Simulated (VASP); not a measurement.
# La2O3 (P-3m1) in VASP: a series of runs

The runs below take La2O3 through single point, relaxation of cell and atoms, with PBE.

Everything below comes from runs of VASP 6.6.1. Logs are shortened: lines on timing, memory, paths and dates and some standing lists are left out, and cuts for length are marked.

## 1. The cell of the first run

Symmetry: P-3m1, No. 164, trigonal system. The conventional cell has a = 3.931 Å, b = 3.931 Å, c = 6.112 Å, α = 90.00°, β = 90.00°, γ = 120.00°. La (site symmetry 3m) has 7 O at 2.36 to 2.72 Å within 3.1 Å. O (site symmetry 3m) has 4 La at 2.36 to 2.44 Å and 3 O at 2.89 Å within 3.1 Å. O (site symmetry -3m) has 6 La at 2.72 Å and 6 O at 3.14 Å within 3.6 Å.

## 2. Single point, PBE

Contents of INCAR:

```
ALGO = Normal ; EDIFF = 1E-6
ENCUT = 520 ; GGA = PE
ISIF = 2 ; ISMEAR = 0
LASPH = True ; LCHARG = True
LELF = True ; LREAL = False
LVHAR = True ; LWAVE = False
NBANDS = 28 ; NELM = 100
PREC = Accurate ; SIGMA = 0.1
```

Contents of KPOINTS:

```
k-points
0
Gamma
  6 6 4
```

Contents of POSCAR:

```
La2O3
1.0
    3.9307778800      0.0000000000      0.0000000000
   -1.9653889400      3.4041535000      0.0000000000
    0.0000000000      0.0000000000      6.1119535200
La O
2 3
Direct
    0.6666666700      0.3333333300      0.7537643200
    0.3333333300      0.6666666700      0.2462356800
    0.6666666700      0.3333333300      0.3541093500
    0.3333333300      0.6666666700      0.6458906500
    0.0000000000      0.0000000000      0.0000000000
```

Potentials or basis: VASP PAW PBE potentials, release 64 (La, O).

On the command line:

```sh
> cat potpaw_PBE.64/La/POTCAR potpaw_PBE.64/O/POTCAR > POTCAR
> mpirun -np 1 vasp_std > vasp.out
```

OUTCAR:

```text
EDIFF = 1E-6
   ENCUT = 520
   GGA = PE
   ISIF = 2
   ISMEAR = 0
   LASPH = True
   LREAL = False
   NELM = 100
   PREC = Accurate

 ion  position               nearest neighbor table
   1  0.667  0.333  0.754-   4 2.36   4 2.36   4 2.36   3 2.44   5 2.72   5 2.72   5 2.72
   2  0.333  0.667  0.246-   3 2.36   3 2.36   3 2.36   4 2.44   5 2.72   5 2.72   5 2.72
   3  0.667  0.333  0.354-   2 2.36   2 2.36   2 2.36   1 2.44
   4  0.333  0.667  0.646-   1 2.36   1 2.36   1 2.36   2 2.44
   5  0.000  0.000  0.000-   1 2.72   2 2.72   2 2.72   1 2.72   1 2.72   2 2.72

  LATTYP: Found a hexagonal cell.
 ALAT       =     3.9307778800
 C/A-ratio  =     1.5548966913

  Lattice vectors:

 A1 = (   3.9307778800,   0.0000000000,   0.0000000000)
 A2 = (  -1.9653889400,   3.4041535000,   0.0000000000)
 A3 = (   0.0000000000,   0.0000000000,   6.1119535200)

Analysis of symmetry for initial positions (statically):
=====================================================================
 Subroutine PRICEL returns:
 Original cell was already a primitive cell.

 Routine SETGRP: Setting up the symmetry group for a
 hexagonal supercell.

 Subroutine GETGRP returns: Found 12 space group operations
 (whereof 12 operations were pure point group operations)
 out of a pool of 24 trial point group operations.

The static configuration has the point symmetry D_3d.

Analysis of symmetry for dynamics (positions and initial velocities):
=====================================================================
 Subroutine PRICEL returns:
 Original cell was already a primitive cell.

 Routine SETGRP: Setting up the symmetry group for a
 hexagonal supercell.

 Subroutine GETGRP returns: Found 12 space group operations
 (whereof 12 operations were pure point group operations)
 out of a pool of 24 trial point group operations.

The dynamic configuration has the point symmetry D_3d.

 Subroutine INISYM returns: Found 12 space group operations
 (whereof 12 operations are pure point group operations),
 and found     1 'primitive' translations

----------------------------------------------------------------------------------------

                                     Primitive cell

  volume of cell :      81.7839

  direct lattice vectors                    reciprocal lattice vectors
     3.930777880  0.000000000  0.000000000     0.254402571  0.146879393  0.000000000
    -1.965388940  3.404153500  0.000000000     0.000000000  0.293758786  0.000000000
     0.000000000  0.000000000  6.111953520     0.000000000  0.000000000  0.163613810

  length of vectors
     3.930777880  3.930777879  6.111953520     0.293758786  0.293758786  0.163613810

  position of ions in fractional coordinates (direct lattice)
     0.666666670  0.333333330  0.753764320
     0.333333330  0.666666670  0.246235680
     0.666666670  0.333333330  0.354109350
     0.333333330  0.666666670  0.645890650
     0.000000000  0.000000000  0.000000000

  ion indices of the primitive-cell ions
   primitive index   ion index
                 1           1
                 2           2
                 3           3
                 4           4
                 5           5

----------------------------------------------------------------------------------------

 KPOINTS: k-points

Automatic generation of k-mesh.
 Grid dimensions read from file:
 generate k-points for:    6    6    4

 Generating k-lattice:

  Cartesian coordinates                     Fractional coordinates (reciprocal lattice)
     0.042400429  0.024479899  0.000000000     0.166666667  0.000000000  0.000000000
     0.000000000  0.048959798  0.000000000     0.000000000  0.166666667  0.000000000
     0.000000000  0.000000000  0.040903452     0.000000000  0.000000000  0.250000000

  Length of vectors
     0.048959798  0.048959798  0.040903452

  Shift w.r.t. Gamma in fractional coordinates (k-lattice)
     0.000000000  0.000000000  0.000000000

 Subroutine IBZKPT returns following result:
 ===========================================

 Found     24 irreducible k-points:

 Following reciprocal coordinates:
            Coordinates               Weight
  0.000000  0.000000  0.000000      1.000000
  0.166667 -0.000000  0.000000      6.000000
  0.333333  0.000000  0.000000      6.000000
  0.500000  0.000000  0.000000      3.000000
  0.166667  0.166667  0.000000      6.000000
  0.333333  0.166667  0.000000     12.000000
[... 16 lines left out ...]
  0.333333  0.166667  0.500000     12.000000
  0.333333  0.333333  0.500000      2.000000
   k-points           NKPTS =     24   k-points in BZ     NKDIM =     24   number of bands    NBANDS=     28
   number of dos      NEDOS =    301   number of ions     NIONS =      5
   total plane-waves  NPLWV =  43200
   dimension x,y,z NGX =    30 NGY =   30 NGZ =   48
   dimension x,y,z NGXF=    60 NGYF=   60 NGZF=   96
   ions per type =               2   3
   NGX,Y,Z   is equivalent  to a cutoff of  12.69, 12.69, 13.06 a.u.
   NGXF,Y,Z  is equivalent  to a cutoff of  25.38, 25.38, 26.11 a.u.
 SYSTEM =  unknown system
   PREC   = accura    normal or accurate (medium, high low for compatibility)
   ISTART =      0    job   : 0-new  1-cont  2-samecut
   ICHARG =      2    charge: 1-file 2-atom 10-const
   ISPIN  =      1    spin polarized calculation?
   LNONCOLLINEAR =      F non collinear calculations
   LSORBIT =      F    spin-orbit coupling
   LASPH  =      T    aspherical Exc in radial PAW
   ENCUT  =  520.0 eV  38.22 Ry    6.18 a.u.   7.31  7.31 11.36*2*pi/ulx,y,z
   NELM   =    100;   NELMIN=  2; NELMDL= -5     # of ELM steps
   EDIFF  = 0.1E-05   stopping-criterion for ELM
   LREAL  =      F    real-space projection
   EDIFFG = 0.1E-04   stopping-criterion for IOM
   NSW    =      0    number of steps for IOM
   IBRION =     -1    ionic relax: 0-MD 1-quasi-New 2-CG
   NFREE  =      0    steps in history (QN), initial steepest desc. (CG)
   ISIF   =      2    stress and relaxation
   ISYM   =      2    0-nonsym 1-usesym 2-fastsym
   POTIM  = 0.5000    time-step for ionic-motion
   TEBEG  =    0.0;   TEEND  =   0.0 temperature during run
   PSTRESS=    0.0 pullay stress
   NELECT =      40.0000    total number of electrons
   NUPDOWN=      -1.0000    fix difference up-down
   EMIN   =  10.00;   EMAX   =-10.00  energy-range for DOS
   EFERMI =   0.00;   METHOD = LEGACY
   ISMEAR =     0;   SIGMA  =   0.10  broadening in eV -4-tet -1-fermi 0-gaus
   EFERMI_NEDOS =   21; number of points for ismear=-14 and -15
   IALGO  =     38    algorithm
   IMIX   =      4    mixing-type and parameters
     AMIX     =   0.40;   BMIX     =  1.00
     AMIX_MAG =   1.60;   BMIX_MAG =  1.00
  volume/ion in A,a.u.               =      16.36       110.38
  Fermi-wavevector in a.u.,A,eV,Ry     =   1.289849  2.437462 22.636161  1.663711
  Thomas-Fermi vector in A             =   2.421717
   LORBIT       =      0    0 simple, 1 ext, 2 COOP (PROOUT), +10 PAW based schemes
   GGA     = PE    functional components
   LHFCALC =     F    Hartree Fock is set to
   AEXX    =    0.0000 exact exchange contribution
   IVDW    =     0    specifies the selected vdW correction
   LEPSILON=     F    determine dielectric tensor
   LRPA    =     F    only Hartree local field effects (RPA)
 non-spin polarized calculation
 Gauss-broadening in eV      SIGMA  =   0.10
  energy-cutoff  :      520.00
  volume of cell :       81.78
 maximum number of plane-waves:      2225
 NGX is ok and might be reduce to    30
   NGX = 15   NGY = 15   NGZ = 23

 number of electron      39.9999992 magnetization

 Free energy of the ion-electron system (eV)
  ---------------------------------------------------
  ext. energy  EPLUGINS =         0.00000000
  ---------------------------------------------------
  free energy    TOTEN  =       -41.81743749 eV

  energy without entropy =      -41.81743749  energy(sigma->0) =      -41.81743749

 E-fermi :   6.4835     XC(G=0): -10.4725

 val. band max:        5.9812157794   @ k =   0.5000   0.0000   0.5000
 cond. band min:       9.8400800501   @ k =   0.5000   0.0000   0.0000
 fundamental gap:      3.8588642707
 Fermi energy:         6.4834733620

 k-point     1 :       0.0000    0.0000    0.0000
  band No.  band energies     occupation
      1     -23.8433      2.00000
      2     -23.5994      2.00000
      3     -10.9633      2.00000
      4      -9.7102      2.00000
      5      -9.2613      2.00000
      6      -7.3094      2.00000
[... 20 lines left out ...]
     27      11.3557      0.00000
     28      11.5942      0.00000

 k-point     2 :       0.1667   -0.0000    0.0000
  band No.  band energies     occupation
      1     -23.7972      2.00000
      2     -23.5811      2.00000
      3     -10.9733      2.00000
      4     -10.1721      2.00000
      5      -9.5627      2.00000
      6      -7.4130      2.00000
[... 20 lines left out ...]
     27      11.4753      0.00000
     28      11.5563      0.00000

 k-point     3 :       0.3333    0.0000    0.0000
  band No.  band energies     occupation
      1     -23.6942      2.00000
      2     -23.5527      2.00000
      3     -11.1594      2.00000
      4     -10.8988      2.00000
      5      -9.6039      2.00000
      6      -7.5937      2.00000
[... 20 lines left out ...]
     27      11.4253      0.00000
     28      11.4328      0.00000

 k-point     4 :       0.5000    0.0000    0.0000
  band No.  band energies     occupation
      1     -23.6292      2.00000
      2     -23.5506      2.00000
      3     -11.2694      2.00000
      4     -11.2468      2.00000
      5      -9.3993      2.00000
      6      -7.9275      2.00000
[... 578 lines left out ...]
     27      11.3749      0.00000
     28      11.4830      0.00000

 k-point    23 :       0.3333    0.1667    0.5000
  band No.  band energies     occupation
      1     -23.5955      2.00000
      2     -23.5839      2.00000
      3     -11.3911      2.00000
      4     -11.1886      2.00000
      5      -9.5069      2.00000
      6      -7.6990      2.00000
[... 20 lines left out ...]
     27      11.3800      0.00000
     28      11.3962      0.00000

 k-point    24 :       0.3333    0.3333    0.5000
  band No.  band energies     occupation
      1     -23.5725      2.00000
      2     -23.5725      2.00000
      3     -11.3382      2.00000
      4     -11.3382      2.00000
      5      -9.7610      2.00000
      6      -7.8997      2.00000
[... 20 lines left out ...]
     27      11.3661      0.00000
     28      11.3973      0.00000

------------------------ aborting loop because EDIFF is reached ----------------------------------------

  FORCE on cell =-STRESS in cart. coord.  units (eV):
  Direction    XX          YY          ZZ          XY          YZ          ZX
  --------------------------------------------------------------------------------------
  -------------------------------------------------------------------------------------
  Total        0.7642133      0.7642133      0.9317628      0.0000000      0.0000000      0.0000000
  in kB       14.9712303     14.9712303     18.2535882      0.0000000      0.0000000      0.0000000
  external PRESSURE =      16.0653496 kB  Pullay stress =       0.0000000 kB

 VOLUME and BASIS-vectors are now :
 -----------------------------------------------------------------------------
  energy-cutoff  :      520.00
  volume of cell :       81.78
      direct lattice vectors                 reciprocal lattice vectors
     3.930777880  0.000000000  0.000000000     0.254402571  0.146879393  0.000000000
    -1.965388940  3.404153500  0.000000000     0.000000000  0.293758786  0.000000000
     0.000000000  0.000000000  6.111953520     0.000000000  0.000000000  0.163613810

 POSITION                                       TOTAL-FORCE (eV/Angst)
 -----------------------------------------------------------------------------------
      1.96539      1.13472      4.60697        -0.000000     -0.000000      0.002973
     -0.00000      2.26944      1.50498        -0.000000      0.000000     -0.002973
      1.96539      1.13472      2.16430        -0.000000      0.000000     -0.011543
     -0.00000      2.26944      3.94765         0.000000      0.000000      0.011543
      0.00000      0.00000      0.00000         0.000000      0.000000      0.000000
 -----------------------------------------------------------------------------------
    total drift:                               -0.000000      0.000000     -0.000000

  FREE ENERGIE OF THE ION-ELECTRON SYSTEM (eV)
  ---------------------------------------------------
  free  energy   TOTEN  =       -41.8174374855 eV

  energy  without entropy=      -41.8174374855  energy(sigma->0) =      -41.81743749
```

Run time: 2.2 min. Hardware: 1 thread of Intel Xeon 6975P-C, shared host; peak memory 0.23 GiB.

Results:

```
Free energy            : -41.8174 eV
Pressure               : 1.6 GPa
Largest force          : 0.012 eV/Å
Band gap on the k mesh : 3.86 eV, indirect (least direct gap 3.98 eV)
```

Forces in eV/Å, atoms in the order of the input:
```
La   0.000  0.000  0.003
La   0.000  0.000 -0.003
O    0.000  0.000 -0.012
O    0.000  0.000  0.012
O    0.000  0.000  0.000
```

Stress tensor (GPa, compression positive):
```
1.50 0.00 0.00
0.00 1.50 0.00
0.00 0.00 1.83
```

Levels at points of the mesh, in eV from the valence-band top:
```csv
k point,band 17,band 18,band 19,band 20,band 21,band 22,band 23,band 24
"(0.00, 0.00, 0.00)",-1.65,-0.38,-0.38,-0.11,4.31,4.60,4.60,5.17
"(0.50, 0.00, 0.00)",-0.73,-0.66,-0.42,-0.30,3.86,4.71,5.17,5.20
"(0.00, 0.00, 0.50)",-1.00,-0.78,-0.29,-0.29,4.69,4.73,4.73,4.97
"(0.50, 0.00, 0.50)",-0.95,-0.70,-0.37,0.00,4.41,4.63,5.06,5.20
```

Caveat: spin-orbit coupling is left out, which moves the levels of the heavy elements. A k mesh can miss the band edges.

## 3. Single point, PBE

This run uses another cell than the first one, of 16.64 Å³/atom, 1.017 times its volume.

Contents of INCAR:

```
SYSTEM = La2O3
  PREC = Accurate
  ENCUT = 520
  EDIFF = 1E-7
  ISMEAR = 0
  SIGMA = 0.02
  LREAL = .False.
  LASPH = .True.
  NELM = 60
  ALGO = Normal
  ISIF = 2
  LWAVE = .False.
  LCHARG = .True.
  GGA = PE
  LELF = .True.
  LVHAR = .True.
  NBANDS = 28
```

Contents of KPOINTS:

```
regular mesh
0
Gamma
  6 6 4
  0 0 0
```

Contents of POSCAR:

```
La2O3
1.0
    3.9404523019      0.0000000000      0.0000000000
   -1.9702261510      3.4125317959      0.0000000000
    0.0000000000      0.0000000000      6.1873408660
La O
2 3
Direct
    0.6666666667      0.3333333333      0.7526276893
    0.3333333333      0.6666666667      0.2473723107
    0.6666666667      0.3333333333      0.3546951027
    0.3333333333      0.6666666667      0.6453048973
    0.0000000000      0.0000000000      0.0000000000
```

Potentials or basis: VASP PAW PBE potentials, release 64 (La, O).

On the command line:

```sh
> cat potpaw_PBE.64/La/POTCAR potpaw_PBE.64/O/POTCAR > POTCAR
> mpirun -np 1 vasp_std > vasp.out
```

It took 2.5 min on 1 thread of Intel Xeon 6975P-C, shared host; peak memory 0.23 GiB.

The run converged. Its results:

- Free energy: -41.8251 eV
- Pressure: -0.3 GPa
- Largest force: 0.013 eV/Å
- Band gap on the k mesh: 3.85 eV, indirect (least direct gap 3.98 eV)

Forces in eV/Å, atoms in the order of the input:
```
La   0.000  0.000 -0.013
La   0.000  0.000  0.013
O    0.000  0.000 -0.004
O    0.000  0.000  0.004
O    0.000  0.000  0.000
```

Levels at points of the mesh, in eV from the valence-band top:
```tsv
k point	band 16	band 17	band 18	band 19	band 20	band 21	band 22	band 23	band 24	band 25
(0.00, 0.00, 0.00)	-2.07	-1.61	-0.34	-0.34	-0.08	4.26	4.62	4.62	5.07	5.30
(0.50, 0.00, 0.00)	-0.74	-0.71	-0.64	-0.40	-0.28	3.85	4.68	5.10	5.16	5.21
(0.00, 0.00, 0.50)	-1.86	-0.97	-0.74	-0.26	-0.26	4.65	4.73	4.73	4.88	5.33
(0.50, 0.00, 0.50)	-0.97	-0.94	-0.67	-0.35	0.00	4.36	4.59	5.01	5.14	5.21
```

Caveat: spin-orbit coupling is left out, which moves the levels of the heavy elements. A k mesh can miss the band edges.

(Part 1 of 2 ends here.)
